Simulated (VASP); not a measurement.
Runs of VASP 6.6.1 on TiPt3. The structure is that of space group Pm-3m (No. 221), or close to it. The cells are those of the table. 

| task | cell | k mesh | cutoff (eV) | gap on the mesh (eV) | pressure (GPa) |
| --- | --- | --- | --- | --- | --- |
| single point | a = 3.914 Å, 4 atoms | 12 × 12 × 12 | 520 | none | -3.3 |
| single point | a = 3.704 Å, 4 atoms | 12 × 12 × 12 | 520 | none | 59.8 |
| single point | a = 3.885 Å, 4 atoms | 12 × 12 × 12 | 520 | none | (c) |
| single point | a = 3.784 Å, 4 atoms | 12 × 12 × 12 | 520 | none | 29.7 |
| single point | a = 3.841, b = 3.921, c = 3.921 Å, 4 atoms | 14 × 14 × 14 | 500 | none | (a) |
| single point | a = 3.958, b = 3.885, c = 3.885 Å, 4 atoms | 14 × 14 × 14 | 500 | none | -2.1 |
| single point | a = 3.835 Å, 4 atoms | 12 × 12 × 12 | 520 | none | 14.7 |
| single point | a = 3.958, b = 3.880, c = 3.880 Å, 4 atoms | 14 × 14 × 14 | 500 | none | -1.5 |
| single point | a = 3.899 Å, angles 90.0, 89.1, 90.0°, 4 atoms | 14 × 14 × 14 | 520 | none | -0.2 |
| single point | a = 3.899, b = 3.899, c = 3.901 Å, angles 90.0, 88.3, 90.0°, 4 atoms | 14 × 14 × 14 | 520 | none | 0.0 |
| single point | a = 3.863 Å, 4 atoms | 12 × 12 × 12 | 520 | none | (b) |
| relaxation of cell and atoms | relaxed to 60 GPa from a = 3.697 Å, 4 atoms | 12 × 12 × 12 | 600 | none | 60.0 |

Alike in all rows: level PBEsol; potentials or basis VASP PAW PBE potentials, release 64 (Ti_sv, Pt); no spin polarisation; smearing gaussian 0.1 eV.

Q: Fill in the values left out.

A: (a) 0.9; (b) 7.7; (c) 2.7.

Caveats: the PAW data sets were made with another functional, which shifts forces and pressure a little; spin-orbit coupling is left out, which moves the levels of the heavy elements; the cell stands under pressure (at least some runs); the cell stands under tension (at least some runs); the cell is relaxed towards a set pressure, so the run minimises the enthalpy, not the energy (at least some runs).

A k mesh can miss the band edges, and the runs leave out spin-orbit coupling on Pt.

A gap of «none» marks levels without a gap at the run's occupations.
